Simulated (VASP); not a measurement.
Write the native input for VASP 6.6.1 that does the following.

| Quantity | Value |
| --- | --- |
| Task | single point |
| Functional | LDA |
| Potentials or basis | VASP PAW LDA potentials, release 64 (Pt) |
| Cutoff | 520 eV |
| k mesh | 10 × 10 × 10 |
| Occupations | fermi-dirac, width 0.1 eV |
| Spin | no spin polarisation |
| Dipole correction | no |
| Further INCAR settings | ALGO = Normal; EDIFF = 1e-06; NBANDS = 17 |

The structure of Pt lies in POSCAR:

```
Pt
1.0
    0.0000000000      2.8246276476      2.8246276476
    2.8246276476      0.0000000000      2.8246276476
    2.8246276476      2.8246276476      0.0000000000
Pt
2
Direct
    0.1250000000      0.1250000000      0.1250000000
    0.8750000000      0.8750000000      0.8750000000
```

One way to write it, as run:

INCAR

```
SYSTEM = Pt
PREC = Accurate ; ENCUT = 520
EDIFF = 1E-6 ; ISMEAR = -1
SIGMA = 0.1 ; LREAL = .FALSE.
LASPH = .TRUE. ; NELM = 100
ALGO = Normal ; ISIF = 2
LWAVE = .FALSE. ; LCHARG = .TRUE.
GGA = CA ; LELF = .TRUE.
LVHAR = .TRUE. ; NBANDS = 17
```

KPOINTS

```
regular mesh
0
G
  10 10 10
  0 0 0
```

Potentials or basis: VASP PAW LDA potentials, release 64 (Pt).

Launch:

```console
$ cat potpaw_LDA.64/Pt/POTCAR > POTCAR
$ mpirun -np 1 vasp_std > vasp.out
```

It gave:

The pressure is 0.0 GPa and the band gap on the k mesh is zero (band 10 reaches 5.84 eV, above the bottom of band 11 at 5.21 eV).

Caveat: spin-orbit coupling is left out, which moves the levels of the heavy elements.

It took 14 s on 1 thread of Intel(R) Xeon(R) 6975P-C (Granite Rapids) (shared host), peak memory 0.16 GiB.
